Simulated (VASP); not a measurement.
# CaO (Fm-3m) in VASP: single point with r2SCAN+rVV10

Aim: the single point of CaO with r2SCAN+rVV10.

All numbers are computed with VASP 6.6.1; they aren't measurements. Logs are shortened: lines on timing, memory, paths and dates and some standing lists are left out, and cuts for length are marked.

## 1. The cell of the first run

Symmetry: Fm-3m, No. 225, cubic system. Conventional cell: a = 4.780 Å, b = 4.780 Å, c = 4.780 Å, α = 90.00°, β = 90.00°, γ = 90.00°. Within 3.2 Å of Ca (site symmetry m-3m) lie 6 O at 2.39 Å. Within 3.2 Å of O (site symmetry m-3m) lie 6 Ca at 2.39 Å.

## 2. Single point, r2SCAN+rVV10

POSCAR reads:

```
CaO
1.0
    0.0000000000      2.3900334711      2.3900334711
    2.3900334711      0.0000000000      2.3900334711
    2.3900334711      2.3900334711      0.0000000000
Ca O
1 1
Direct
    0.0000000000      0.0000000000      0.0000000000
    0.5000000000      0.5000000000      0.5000000000
```

INCAR.step1 reads:

```
SYSTEM = CaO
ALGO = Normal
EDIFF = 1E-4
ENCUT = 520
GGA = PE
ISMEAR = -1
LASPH = .True.
LCHARG = .False.
LREAL = .False.
LWAVE = .True.
NBANDS = 15
NELM = 100
PREC = Accurate
SIGMA = 0.03
```

INCAR.step2 reads:

```
SYSTEM = CaO
ALGO = Normal
BPARAM = 11.95
CPARAM = 0.0093
EDIFF = 1E-7
ENCUT = 520
ISIF = 2
ISMEAR = -1
ISTART = 1
IVDW_NL = 2
LASPH = .True.
LCHARG = .False.
LMIXTAU = .True.
LREAL = .False.
LUSE_VDW = .True.
LWAVE = .False.
METAGGA = R2SCAN
NBANDS = 15
NELM = 100
PREC = Accurate
SIGMA = 0.03
```

KPOINTS reads:

```
k-points
0
Gamma
  10 10 10
  0 0 0
```

Potentials or basis: VASP PAW PBE potentials, release 64 (Ca_sv, O).

On the command line:

```
$ cat potpaw_PBE.64/Ca_sv/POTCAR potpaw_PBE.64/O/POTCAR > POTCAR
$ cp INCAR.step1 INCAR
$ mpirun -np 1 vasp_std > vasp.out
$ cp INCAR.step2 INCAR
$ mpirun -np 1 vasp_std > vasp.out
```

OUTCAR:

```text
SYSTEM = CaO
   BPARAM = 11.95
   EDIFF = 1E-7
   ENCUT = 520
   ISIF = 2
   ISMEAR = -1
   ISTART = 1
   IVDW_NL = 2
   LASPH = .True.
   LREAL = .False.
   METAGGA = R2SCAN
   NELM = 100
   PREC = Accurate

 ion  position               nearest neighbor table
   1  0.000  0.000  0.000-   2 2.39   2 2.39   2 2.39   2 2.39   2 2.39   2 2.39
   2  0.500  0.500  0.500-   1 2.39   1 2.39   1 2.39   1 2.39   1 2.39   1 2.39

  LATTYP: Found a face centered cubic cell.
 ALAT       =     4.7800669422

  Lattice vectors:

 A1 = (   0.0000000000,   2.3900334711,   2.3900334711)
 A2 = (   2.3900334711,   0.0000000000,   2.3900334711)
 A3 = (   2.3900334711,   2.3900334711,   0.0000000000)

Analysis of symmetry for initial positions (statically):
=====================================================================
 Subroutine PRICEL returns:
 Original cell was already a primitive cell.

 Routine SETGRP: Setting up the symmetry group for a
 face centered cubic supercell.

 Subroutine GETGRP returns: Found 48 space group operations
 (whereof 48 operations were pure point group operations)
 out of a pool of 48 trial point group operations.

The static configuration has the point symmetry O_h .

Analysis of symmetry for dynamics (positions and initial velocities):
=====================================================================
 Subroutine PRICEL returns:
 Original cell was already a primitive cell.

 Routine SETGRP: Setting up the symmetry group for a
 face centered cubic supercell.

 Subroutine GETGRP returns: Found 48 space group operations
 (whereof 48 operations were pure point group operations)
 out of a pool of 48 trial point group operations.

The dynamic configuration has the point symmetry O_h .

 Subroutine INISYM returns: Found 48 space group operations
 (whereof 48 operations are pure point group operations),
 and found     1 'primitive' translations

----------------------------------------------------------------------------------------

                                     Primitive cell

  volume of cell :      27.3050

  direct lattice vectors                    reciprocal lattice vectors
     0.000000000  2.390033471  2.390033471    -0.209202091  0.209202091  0.209202091
     2.390033471  0.000000000  2.390033471     0.209202091 -0.209202091  0.209202091
     2.390033471  2.390033471  0.000000000     0.209202091  0.209202091 -0.209202091

  length of vectors
     3.380017749  3.380017749  3.380017749     0.362348651  0.362348651  0.362348651

  position of ions in fractional coordinates (direct lattice)
     0.000000000  0.000000000  0.000000000
     0.500000000  0.500000000  0.500000000

  ion indices of the primitive-cell ions
   primitive index   ion index
                 1           1
                 2           2

----------------------------------------------------------------------------------------

 KPOINTS: k-points

Automatic generation of k-mesh.
 Grid dimensions read from file:
 generate k-points for:   10   10   10

 Generating k-lattice:

  Cartesian coordinates                     Fractional coordinates (reciprocal lattice)
    -0.020920209  0.020920209  0.020920209     0.100000000  0.000000000  0.000000000
     0.020920209 -0.020920209  0.020920209     0.000000000  0.100000000  0.000000000
     0.020920209  0.020920209 -0.020920209     0.000000000  0.000000000  0.100000000

  Length of vectors
     0.036234865  0.036234865  0.036234865

  Shift w.r.t. Gamma in fractional coordinates (k-lattice)
     0.000000000  0.000000000  0.000000000

 Subroutine IBZKPT returns following result:
 ===========================================

 Found     47 irreducible k-points:

 Following reciprocal coordinates:
            Coordinates               Weight
  0.000000  0.000000  0.000000      1.000000
  0.100000  0.000000  0.000000      8.000000
  0.200000  0.000000  0.000000      8.000000
  0.300000  0.000000  0.000000      8.000000
  0.400000  0.000000  0.000000      8.000000
  0.500000  0.000000  0.000000      4.000000
[... 16 lines left out ...]
  0.300000  0.300000  0.000000      6.000000
  0.400000  0.300000  0.000000     24.000000
 [... further k-points ...]
   k-points           NKPTS =     47   k-points in BZ     NKDIM =     47   number of bands    NBANDS=     15
   number of dos      NEDOS =    301   number of ions     NIONS =      2
   total plane-waves  NPLWV =  21952
   dimension x,y,z NGX =    28 NGY =   28 NGZ =   28
   dimension x,y,z NGXF=    56 NGYF=   56 NGZF=   56
   ions per type =               1   1
   NGX,Y,Z   is equivalent  to a cutoff of  13.77, 13.77, 13.77 a.u.
   NGXF,Y,Z  is equivalent  to a cutoff of  27.54, 27.54, 27.54 a.u.
 SYSTEM =  CaO
   PREC   = accura    normal or accurate (medium, high low for compatibility)
   ISTART =      1    job   : 0-new  1-cont  2-samecut
   ICHARG =      0    charge: 1-file 2-atom 10-const
   ISPIN  =      1    spin polarized calculation?
   LNONCOLLINEAR =      F non collinear calculations
   LSORBIT =      F    spin-orbit coupling
   LASPH  =      T    aspherical Exc in radial PAW
   ENCUT  =  520.0 eV  38.22 Ry    6.18 a.u.   6.28  6.28  6.28*2*pi/ulx,y,z
   NELM   =    100;   NELMIN=  2; NELMDL=  0     # of ELM steps
   EDIFF  = 0.1E-06   stopping-criterion for ELM
   LREAL  =      F    real-space projection
   EDIFFG = 0.1E-05   stopping-criterion for IOM
   NSW    =      0    number of steps for IOM
   IBRION =     -1    ionic relax: 0-MD 1-quasi-New 2-CG
   NFREE  =      0    steps in history (QN), initial steepest desc. (CG)
   ISIF   =      2    stress and relaxation
   ISYM   =      2    0-nonsym 1-usesym 2-fastsym
   POTIM  = 0.5000    time-step for ionic-motion
   TEBEG  =    0.0;   TEEND  =   0.0 temperature during run
   PSTRESS=    0.0 pullay stress
   NELECT =      16.0000    total number of electrons
   NUPDOWN=      -1.0000    fix difference up-down
   EMIN   =  10.00;   EMAX   =-10.00  energy-range for DOS
   EFERMI =   0.00;   METHOD = LEGACY
   ISMEAR =    -1;   SIGMA  =   0.03  broadening in eV -4-tet -1-fermi 0-gaus
   EFERMI_NEDOS =   21; number of points for ismear=-14 and -15
   IALGO  =     38    algorithm
   IMIX   =      4    mixing-type and parameters
     AMIX     =   0.40;   BMIX     =  1.00
     AMIX_MAG =   1.60;   BMIX_MAG =  1.00
  volume/ion in A,a.u.               =      13.65        92.13
  Fermi-wavevector in a.u.,A,eV,Ry     =   1.369938  2.588807 25.534455  1.876730
  Thomas-Fermi vector in A             =   2.495769
   LORBIT       =      0    0 simple, 1 ext, 2 COOP (PROOUT), +10 PAW based schemes
   METAGGA = R2SCAN    functional components
   LHFCALC =     F    Hartree Fock is set to
   AEXX    =    0.0000 exact exchange contribution
   IVDW_NL    =     2    kernel type
   BPARAM     =11.9500
   IVDW    =     0    specifies the selected vdW correction
   LEPSILON=     F    determine dielectric tensor
   LRPA    =     F    only Hartree local field effects (RPA)
 non-spin polarized calculation
  energy-cutoff  :      520.00
  volume of cell :       27.30
 maximum number of plane-waves:       754
 NGX is ok and might be reduce to    28
   NGX = 13   NGY = 13   NGZ = 13

 number of electron      15.9999997 magnetization

 Free energy of the ion-electron system (eV)
  ---------------------------------------------------
  ext. energy  EPLUGINS =         0.00000000
  ---------------------------------------------------
  free energy    TOTEN  =       -19.03382140 eV

  energy without entropy =      -19.03382140  energy(sigma->0) =      -19.03382140

 E-fermi :   2.6833     XC(G=0): -11.2169

 val. band max:        2.0891459072   @ k =   0.0000   0.0000   0.0000
 cond. band min:       6.2385737636   @ k =   0.5000   0.5000   0.0000
 fundamental gap:      4.1494278564
 Fermi energy:         2.6832991820

 k-point     1 :       0.0000    0.0000    0.0000
  band No.  band energies     occupation
      1     -36.8574      2.00000
      2     -16.7396      2.00000
      3     -16.7396      2.00000
      4     -16.7396      2.00000
      5     -14.4167      2.00000
      6       2.0891      2.00000
      7       2.0891      2.00000
      8       2.0891      2.00000
      9       7.5930      0.00000
     10       8.9767      0.00000
     11       8.9767      0.00000
     12       8.9767      0.00000
     13      10.6212      0.00000
     14      10.6212      0.00000
     15      17.8734      0.00000

 k-point     2 :       0.1000    0.0000    0.0000
  band No.  band energies     occupation
      1     -36.8470      2.00000
      2     -16.9195      2.00000
      3     -16.7448      2.00000
      4     -16.7447      2.00000
      5     -14.2315      2.00000
      6       1.7366      2.00000
      7       1.9478      2.00000
      8       1.9478      2.00000
      9       8.0518      0.00000
     10       8.9369      0.00000
     11       9.1567      0.00000
     12       9.1567      0.00000
     13      10.8723      0.00000
     14      10.8723      0.00000
     15      18.3074      0.00000

 k-point     3 :       0.2000    0.0000    0.0000
  band No.  band energies     occupation
      1     -36.8196      2.00000
      2     -17.3035      2.00000
      3     -16.7582      2.00000
      4     -16.7581      2.00000
      5     -13.8327      2.00000
      6       0.9654      2.00000
      7       1.6069      2.00000
      8       1.6069      2.00000
      9       8.8869      0.00000
     10       9.1873      0.00000
     11       9.6550      0.00000
     12       9.6550      0.00000
     13      11.5254      0.00000
     14      11.5254      0.00000
     15      18.9946      0.00000
[... 343 lines left out ...]
 k-point    23 :       0.3000    0.3000    0.0000
  band No.  band energies     occupation
      1     -36.7635      2.00000
      2     -17.4161      2.00000
      3     -16.8976      2.00000
      4     -16.8976      2.00000
      5     -13.8225      2.00000
      6       0.3326      2.00000
      7       1.7485      2.00000
      8       1.7485      2.00000
      9       6.9767      0.00000
     10       9.9960      0.00000
     11      11.3805      0.00000
     12      11.4573      0.00000
     13      11.4573      0.00000
     14      13.4634      0.00000
     15      20.6790      0.00000

 k-point    24 :       0.4000    0.3000    0.0000
  band No.  band energies     occupation
      1     -36.7422      2.00000
      2     -17.4738      2.00000
      3     -16.9513      2.00000
      4     -16.9215      2.00000
      5     -13.8371      2.00000
      6       0.4019      2.00000
      7       1.5364      2.00000
      8       1.6341      2.00000
      9       6.9374      0.00000
     10      10.5771      0.00000
     11      11.7112      0.00000
     12      11.7693      0.00000
     13      11.9129      0.00000
     14      13.8717      0.00000
     15      18.9566      0.00000

 [... further k-points ...]
[... 5 lines left out ...]
  --------------------------------------------------------------------------------------
  -------------------------------------------------------------------------------------
  Total        0.1939101      0.1939101      0.1939101      0.0000000     -0.0000000      0.0000000
  in kB       11.3780833     11.3780833     11.3780833      0.0000000     -0.0000000      0.0000000
  external PRESSURE =      11.3780833 kB  Pullay stress =       0.0000000 kB

 VOLUME and BASIS-vectors are now :
 -----------------------------------------------------------------------------
  energy-cutoff  :      520.00
  volume of cell :       27.30
      direct lattice vectors                 reciprocal lattice vectors
     0.000000000  2.390033471  2.390033471    -0.209202091  0.209202091  0.209202091
     2.390033471  0.000000000  2.390033471     0.209202091 -0.209202091  0.209202091
     2.390033471  2.390033471  0.000000000     0.209202091  0.209202091 -0.209202091

 POSITION                                       TOTAL-FORCE (eV/Angst)
 -----------------------------------------------------------------------------------
      0.00000      0.00000      0.00000        -0.000000      0.000000      0.000000
      2.39003      2.39003      2.39003         0.000000     -0.000000     -0.000000
 -----------------------------------------------------------------------------------
    total drift:                                0.000000      0.000000      0.000000

  FREE ENERGIE OF THE ION-ELECTRON SYSTEM (eV)
  ---------------------------------------------------
  free  energy   TOTEN  =       -19.0338214028 eV

  energy  without entropy=      -19.0338214028  energy(sigma->0) =      -19.03382140
```

It took 3.6 min on 1 thread of Intel Xeon 8259CL, shared host; peak memory 0.28 GiB.

What came out:

| Quantity | Value |
| --- | --- |
| Free energy | -19.0338 eV |
| Pressure | 1.1 GPa |
| Band gap on the k mesh | 4.15 eV (least direct gap 4.52 eV) |

Levels at points of the mesh, in eV from the valence-band top:
```
           k point  band 6  band 7  band 8  band 9  band 10  band 11
(0.00, 0.00, 0.00)    0.00    0.00    0.00    5.50     6.89     6.89
(0.50, 0.00, 0.00)   -2.66   -1.23   -1.23    7.76     9.15     9.15
(0.50, 0.50, 0.00)   -1.29   -0.37   -0.37    4.15     8.89     9.75
```

Caveat: the PAW data sets were made with another functional, which shifts forces and pressure a little. A k mesh can miss the band edges.
